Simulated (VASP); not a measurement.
Crystal: Ga.

```
Ga
1.0
     2.76603    0.00000    0.00000
     0.00000    2.76603    0.00000
     0.00000    0.00000    2.76603
Ga
1
Cartesian
  0.0000 0.0000 0.0000
```

This isn't the form of Ga at room conditions, which is orthorhombic.

```yaml
Program: VASP 6.6.1
Task: relaxation of cell and atoms
Functional: BLYP
Potentials_or_basis: VASP PAW PBE potentials, release 64 (Ga_d)
Cutoff: 500 eV
k_mesh: 11 × 11 × 11
Occupations: fermi-dirac, width 0.1 eV
Spin: no spin polarisation
```

At the start: pressure 2.6 GPa; volume 21.16 Å³/atom.

How do energy, volume and symmetry change on relaxing?

Over 4 steps the energy falls by 11.5 meV/atom and the volume is 22.72 Å³/atom (+7.4 %); space group Pm-3m (No. 221, to 0.1 Å) before and after.

The path:
```tsv
step	energy change (eV)	largest force (eV/Å)	pressure (GPa)	volume (Å³)
1	0.0000	0.0000	2.55	21.16
2	-0.0105	0.0000	0.76	22.21
3	-0.0114	0.0000	-0.22	22.87
4	-0.0115	0.0000	-0.07	22.72
```

Final structure:
```xyz
1
Lattice="2.8323 0.0000 0.0000 0.0000 2.8323 0.0000 0.0000 0.0000 2.8323" Properties=species:S:1:pos:R:3 pbc="T T T"
Ga    0.0000    0.0000    0.0000
```

Caveat: the PAW data sets were made with another functional, which shifts forces and pressure a little.
